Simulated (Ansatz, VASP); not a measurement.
**Al: VASP beside Ansatz**

File INCAR:

```
SYSTEM = Al
  ALGO = Normal
  EDIFF = 1E-7
  EDIFFG = -0.04
  ENCUT = 500
  GGA = PE
  GGA_COMPAT = .False.
  IBRION = 2
  ISIF = 3
  ISMEAR = 0
  LASPH = .True.
  LCHARG = .False.
  LREAL = .False.
  LWAVE = .False.
  NELM = 120
  NELMIN = 4
  NSW = 90
  PREC = Accurate
  SIGMA = 0.1
```

File KPOINTS:

```
k-points
0
Gamma
  6 6 4
  0 0 0
```

POSCAR

```
Al
1.0
    3.7157348468      0.0000000000      0.0000000000
   -1.8578674235      3.2179207711      0.0000000000
    0.0000000000      0.0000000000      4.2156255675
Al
3
Direct
    0.2254000000      0.0000000000      0.3333333333
    0.0000000000      0.2254000000      0.6666666667
    0.7746000000      0.7746000000      0.0000000000
```

Input for Ansatz:

```yaml
crystal:
  lattice:
    - [3.7157348468, 0.0, 0.0]
    - [-1.8578674235, 3.2179207711, 0.0]
    - [0.0, 0.0, 4.2156255675]
  atoms:
    - { symbol: Al, position: [0.2254, 0.0, 0.3333333333] }
    - { symbol: Al, position: [0.0, 0.2254, 0.6666666667] }
    - { symbol: Al, position: [0.7746, 0.7746, 0.0] }
basis:
  ecutwfc: 420
kpoints:
  mp_grid: { grid: [6, 6, 4] }
hamiltonian:
  xc: pbe
scf:
  occupations: { method: gaussian, width: 0.1 }
  lower_state_search: "off"
output:
  forces: true
  stress: true
  eigenvalues: true
relax:
  adjacent_minimum: "off"
  f_tol: 0.04
  max_steps: 70
  cell: { stress_tol: 0.4 }
```

Alike in both runs: task relaxation of cell and atoms; functional PBE; k mesh 6 × 6 × 4; occupations gaussian, width 0.1 eV; no spin polarisation.

```csv
,VASP,Ansatz
version,VASP 6.6.1,Ansatz 0.2.0
potentials or method,"VASP PAW PBE potentials, release 64 (Al), cutoff 500 eV","scalar-relativistic, plane waves, PAW"
valence electrons in the cell,9,9
```

|  | VASP | Ansatz | Ansatz less VASP |
| --- | --- | --- | --- |
| gap on the k mesh at the Fermi level, each at its own relaxed structure (eV) | none | none | - |
| relaxed volume (Å³/atom) | 20.12 | 17.63 | -2.493 |
| relaxed cell length with the largest relative difference (Å) | 3.898 | 3.203 | -0.6946 |

A gap of «none» marks a metal or a gap that the smearing closes. One of these differences is far larger than is usual between the two programs; its cause wasn't traced.

The k mesh is coarse, so the values compare programs but aren't converged. Noted on VASP's run: the volume moved by over 15 % at a fixed basis, so the end points are rough.
